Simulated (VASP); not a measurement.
Input of a VASP 6.6.1 run:

The input POSCAR:

```
Si3Sn
1.0
    4.0376389111      0.0000000000      0.0000000000
    0.0000000000      4.0376389111      0.0000000000
    0.0000000000      0.0000000000      5.7486205317
Si Sn
3 1
Direct
    0.5000000000      0.0000000000      0.7746010626
    0.5000000000      0.5000000000      0.0000000000
    0.0000000000      0.5000000000      0.2253989374
    0.0000000000      0.0000000000      0.5000000000
```

INCAR.step1

```
SYSTEM = Si3Sn
  PREC = Accurate
  ENCUT = 520
  EDIFF = 1E-5
  ISMEAR = 0
  SIGMA = 0.01
  LREAL = .FALSE.
  LASPH = .TRUE.
  NELM = 100
  ALGO = Normal
  ISIF = 2
  LWAVE = .TRUE.
  LCHARG = .FALSE.
  GGA = PE
  NBANDS = 21
```

The input INCAR.step2:

```
SYSTEM = Si3Sn
  PREC = Accurate
  ENCUT = 520
  EDIFF = 1E-6
  ISMEAR = 0
  SIGMA = 0.01
  LREAL = .FALSE.
  LASPH = .TRUE.
  NELM = 100
  ALGO = Normal
  ISIF = 2
  LWAVE = .FALSE.
  LCHARG = .FALSE.
  GGA = PE
  LHFCALC = .TRUE.
  HFSCREEN = 0.2079
  PRECFOCK = Normal
  ISTART = 1
  NBANDS = 21
```

KPOINTS

```
Automatic mesh
0
G
  4 4 2
  0 0 0
```

Potentials or basis: VASP PAW PBE potentials, release 64 (Si, Sn_d).

The run is started by

```console
$ cat potpaw_PBE.64/Si/POTCAR potpaw_PBE.64/Sn_d/POTCAR > POTCAR
$ cp INCAR.step1 INCAR
$ mpirun -np 1 vasp_std > vasp.out
$ cp INCAR.step2 INCAR
$ mpirun -np 1 vasp_std > vasp.out
```

**Question.** Estimate the band gap on the k mesh.

**Answer.** 0.78 eV, indirect (least direct gap 1.05 eV).

**Question.** Predict the largest force.

**Answer.** 0.014 eV/Å.

**Question.** Estimate the pressure.

**Answer.** -0.4 GPa.

Stress tensor (GPa, compression positive):
```
-0.04  0.00  0.00
 0.00 -0.04  0.00
 0.00  0.00 -1.19
```

Caveat: the k points lie up to 0.55 Å⁻¹ apart; the PAW data sets were made with another functional, which shifts forces and pressure a little; spin-orbit coupling is left out, which moves the levels of the heavy elements. A k mesh can miss the band edges.
